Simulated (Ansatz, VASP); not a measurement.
# Cd: VASP beside Ansatz

Contents of INCAR:

```
SYSTEM = Cd
  ALGO = Fast
  EDIFF = 1E-7
  ENCUT = 520
  GGA = PE
  ISIF = 2
  ISMEAR = 0
  LASPH = .TRUE.
  LCHARG = .FALSE.
  LREAL = .FALSE.
  LWAVE = .FALSE.
  NBANDS = 12
  NELM = 60
  PREC = Accurate
  SIGMA = 0.15
```

File KPOINTS:

```
k-points
0
G
  18 18 18
  0 0 0
```

Contents of POSCAR:

```
Cd
1.0
    0.0000000000      2.4984020718      1.9817325234
    2.4984020718      0.0000000000      1.9817325234
    2.4984020718      2.4984020718      0.0000000000
Cd
1
Direct
    0.0000000000      0.0000000000      0.0000000000
```

Input for Ansatz:

```yaml
crystal:
  lattice:
    - [0.0, 2.4984020718, 1.9817325234]
    - [2.4984020718, 0.0, 1.9817325234]
    - [2.4984020718, 2.4984020718, 0.0]
  atoms:
    - { symbol: Cd, position: [0.0, 0.0, 0.0] }
basis:
  ecutwfc: 420
kpoints:
  mp_grid: { grid: [18, 18, 18] }
hamiltonian:
  xc: pbe
scf:
  occupations: { method: gaussian, width: 0.15 }
output:
  forces: true
  stress: true
  eigenvalues: true
```

Alike in both runs: task single point; functional PBE; k mesh 18 × 18 × 18; occupations gaussian, width 0.15 eV; no spin polarisation.

|  | VASP | Ansatz |
| --- | --- | --- |
| version | VASP 6.6.1 | Ansatz 0.2.0 |
| potentials or method | VASP PAW PBE potentials, release 64 (Cd), cutoff 520 eV | scalar-relativistic, plane waves, PAW |
| valence electrons in the cell | 12 | 20 |

|  | VASP | Ansatz | Ansatz less VASP |
| --- | --- | --- | --- |
| gap on the k mesh at the Fermi level (eV) | none | none | - |
| pressure (GPa) | -1.8 | -1.9 | -0.16 |
| traceless stress, the component that is largest in VASP (GPa) | 0.95 | 0.95 | -0.003 |

A gap of «none» marks a metal or a gap that the smearing closes. VASP's potentials hold 12 valence electrons a cell and Ansatz's 20, so a difference there can come from the potentials and not from the codes.
